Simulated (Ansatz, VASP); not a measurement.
# Na2BrCl: VASP beside Ansatz

```
CELL_PARAMETERS angstrom
2.03602 1.17550 6.65812
-2.03602 1.17550 6.65812
0.00000 -2.35100 6.65812
ATOMIC_POSITIONS crystal
Na 0.25419 0.25419 0.25419
Na 0.74581 0.74581 0.74581
Br 0.50000 0.50000 0.50000
Cl 0.00000 0.00000 0.00000
```

Alike in both runs: task single point; functional LDA; k mesh 6 × 6 × 6; occupations gaussian, width 0.1 eV; no spin polarisation.

|  | VASP | Ansatz |
| --- | --- | --- |
| version | VASP 6.6.1 | Ansatz 0.2.0 |
| potentials or method | VASP PAW LDA potentials, release 64 (Na_pv, Br, Cl), cutoff 520 eV | scalar-relativistic, plane waves, PAW |
| valence electrons in the cell | 28 | 32 |

VASP gave:

- gap on the k mesh at the Fermi level (eV): 3.95
- least direct gap on the mesh (eV): 3.95
- pressure (GPa): -1.7

Problem. Which values does Ansatz return?

Solution. gap on the k mesh at the Fermi level (eV): 3.94; least direct gap on the mesh (eV): 3.94; pressure (GPa): -1.7.

LDA's correlation is that of Perdew and Zunger in VASP and of Perdew and Wang (1992) in Ansatz. VASP's potentials hold 28 valence electrons a cell and Ansatz's 32, so a difference there can come from the potentials and not from the codes.
